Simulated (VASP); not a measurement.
SiC2:

```
Si C
1.0
     2.64472    0.00000    0.00000
    -1.32236    2.29040    0.00000
     0.00000    0.00000   13.47900
Si C
2 4
Direct
  0.33333 0.66667 0.41667
  0.66667 0.33333 0.58333
  0.33333 0.66667 0.75000
  0.33333 0.66667 0.08333
  0.66667 0.33333 0.91667
  0.66667 0.33333 0.25000
```

| Property | Result |
| --- | --- |
| Program | VASP 6.6.1 |
| Task | relaxation of cell and atoms |
| Functional | PBE |
| Potentials or basis | VASP PAW PBE potentials, release 64 (Si, C) |
| Cutoff | 600 eV |
| k mesh | 6 × 6 × 2 |
| Occupations | gaussian, width 0.1 eV |
| Spin | no spin polarisation |

At the start: pressure -18.5 GPa; volume 13.61 Å³/atom.

Q: Where does the relaxation end?

A: Over 79 steps the energy falls by 3478.5 meV/atom and the volume is 12.02 Å³/atom (-11.6 %); space group P-3m1 (No. 164, to 0.1 Å) before and after.

The path:
| step | energy change (eV) | largest force (eV/Å) | pressure (GPa) | volume (Å³) |
| --- | --- | --- | --- | --- |
| 1 | 0.0000 | 1.6097 | -18.51 | 81.65 |
| 3 | -2.6366 | 2.7406 | 7.14 | 55.58 |
| 5 | -3.6733 | 1.7993 | 18.51 | 52.00 |
| 7 | -7.8651 | 1.5994 | -25.18 | 72.09 |
| 9 | -8.1779 | 2.3459 | -25.30 | 68.10 |
| 11 | -8.4222 | 1.8364 | -24.72 | 68.96 |
| 13 | -9.4399 | 0.7485 | -15.92 | 62.19 |
| 15 | -9.7926 | 0.5846 | -4.32 | 57.18 |
| 17 | -9.7998 | 0.8812 | -1.41 | 56.31 |
| 19 | -9.8859 | 0.6530 | -0.72 | 54.87 |
| 21 | -9.9660 | 3.5946 | 7.72 | 48.69 |
| 23 | -10.0076 | 2.4014 | 3.02 | 50.80 |
| 25 | -10.2038 | 3.6276 | 4.88 | 49.37 |
| 27 | -10.7290 | 6.2707 | 35.00 | 43.93 |
| 29 | -10.7674 | 6.1013 | 27.67 | 44.76 |
| 31 | -10.8406 | 6.1744 | 31.91 | 44.26 |
| 33 | -10.9701 | 6.0886 | 39.60 | 43.53 |
| 35 | -11.7245 | 6.0192 | 40.79 | 43.56 |
| 37 | -14.6032 | 5.7771 | 52.04 | 43.66 |
| 39 | -15.5572 | 7.8368 | 65.34 | 43.70 |
| 41 | -17.9888 | 1.4880 | 6.49 | 50.74 |
| 43 | -18.0163 | 1.7229 | 0.02 | 52.02 |
| 45 | -19.1386 | 1.2677 | 6.77 | 52.06 |
| 47 | -19.7431 | 0.8455 | 20.54 | 51.87 |
| 49 | -20.3404 | 1.3875 | 4.00 | 59.44 |
| 51 | -20.5003 | 0.7984 | 1.12 | 61.17 |
| 53 | -20.6302 | 0.6417 | 1.52 | 62.34 |
| 55 | -20.7030 | 0.5085 | 3.34 | 62.97 |
| 57 | -20.7111 | 0.9930 | -6.35 | 69.46 |
| 59 | -20.8222 | 0.4051 | -1.43 | 66.90 |
| 61 | -20.8522 | 0.1830 | 0.92 | 67.97 |
| 63 | -20.8590 | 0.0689 | 0.34 | 68.55 |
| 65 | -20.8611 | 0.0482 | -0.06 | 68.98 |
| 67 | -20.8625 | 0.0996 | 0.13 | 69.29 |
| 69 | -20.8666 | 0.0196 | 1.00 | 70.00 |
| 71 | -20.8668 | 0.0152 | 1.29 | 70.23 |
| 73 | -20.8679 | 0.0316 | 1.03 | 70.50 |
| 75 | -20.8693 | 0.1125 | -0.09 | 71.67 |
| 77 | -20.8697 | 0.0847 | 0.15 | 71.47 |
| 79 | -20.8711 | 0.0095 | -0.12 | 72.14 |

Final structure:
```
Si C
1.0
     2.49582    0.00000    0.00000
    -1.24791    2.16144    0.00000
     0.00000    0.00000   13.37288
Si C
2 4
Direct
  0.33333 0.66667 0.41018
  0.66667 0.33333 0.58982
  0.33333 0.66667 0.85886
  0.33333 0.66667 0.14123
  0.66667 0.33333 0.85877
  0.66667 0.33333 0.14114
```

Caveat: the k points lie up to 0.48 Å⁻¹ apart in the final cell, too coarse for converged energies and pressures of a metal; this functional lacks dispersion, which binds the layers, so the pressure and a relaxed spacing across them are unreliable.
